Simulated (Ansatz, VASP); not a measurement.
## One calculation of PbSe, two programs

File POSCAR:

```
PbSe
1.0
    0.0000000000      3.0606500000      3.0606500000
    3.0606500000      0.0000000000      3.0606500000
    3.0606500000      3.0606500000      0.0000000000
Pb Se
1 1
Direct
    0.0000000000      0.0000000000      0.0000000000
    0.5000000000      0.5000000000      0.5000000000
```

INCAR.step1

```
PREC     = Accurate       # precision mode
ENCUT    = 520            # plane-wave cutoff, eV
ISMEAR   = -1             # smearing method
SIGMA    = 0.01           # smearing width, eV
LREAL    = F              # projectors in reciprocal space
LASPH    = T              # aspherical terms in the spheres
NELM     = 100            # most SCF steps
NBANDS   = 17             # bands
GGA      = PE             # functional
ALGO     = Normal         # electronic algorithm
EDIFF    = 1E-4           # SCF threshold, eV
LWAVE    = T              # write WAVECAR
LCHARG   = F              # write CHGCAR
```

File INCAR.step2:

```
PREC     = Accurate       # precision mode
ENCUT    = 520            # plane-wave cutoff, eV
EDIFF    = 1E-6           # SCF threshold, eV
ISMEAR   = -1             # smearing method
SIGMA    = 0.01           # smearing width, eV
LREAL    = F              # projectors in reciprocal space
LASPH    = T              # aspherical terms in the spheres
NELM     = 100            # most SCF steps
ALGO     = Normal         # electronic algorithm
ISIF     = 2              # what is computed and relaxed
LWAVE    = F              # write WAVECAR
LCHARG   = F              # write CHGCAR
METAGGA  = R2SCAN         # meta-GGA
LMIXTAU  = T            
NBANDS   = 17             # bands
ISTART   = 1
```

KPOINTS

```
regular mesh
0
Gamma
  6 6 6
```

Input for Ansatz:

```yaml
crystal:
  lattice:
    - [0.0, 3.06065, 3.06065]
    - [3.06065, 0.0, 3.06065]
    - [3.06065, 3.06065, 0.0]
  atoms:
    - { symbol: Pb, position: [0.0, 0.0, 0.0] }
    - { symbol: Se, position: [0.5, 0.5, 0.5] }
kpoints:
  mp_grid:
    grid: [6, 6, 6]
hamiltonian:
  xc: r2scan
  pseudopotentials:
    kind: paw
scf:
  occupations:
    method: fermi_dirac
    width: 0.01
output:
  forces: true
  stress: true
```

Alike in both runs: task single point; functional r2SCAN; k mesh 6 × 6 × 6; occupations fermi-dirac, width 0.01 eV; no spin polarisation.

```csv
,VASP,Ansatz
version,VASP 6.6.1,Ansatz 0.2.0
potentials or method,"VASP PAW PBE potentials, release 64 (Pb_d, Se)","plane waves, PAW"
plane-wave cutoff (eV),520,500
valence electrons in the cell,20,30
```

|  | VASP | Ansatz | Ansatz less VASP |
| --- | --- | --- | --- |
| pressure (GPa) | 1.5 | 1.5 | -0.02 |

VASP's potentials were made for PBE, not for r2SCAN. VASP's potentials hold 20 valence electrons a cell and Ansatz's 30, so a difference there can come from the potentials and not from the codes.

Spin-orbit coupling is off throughout.
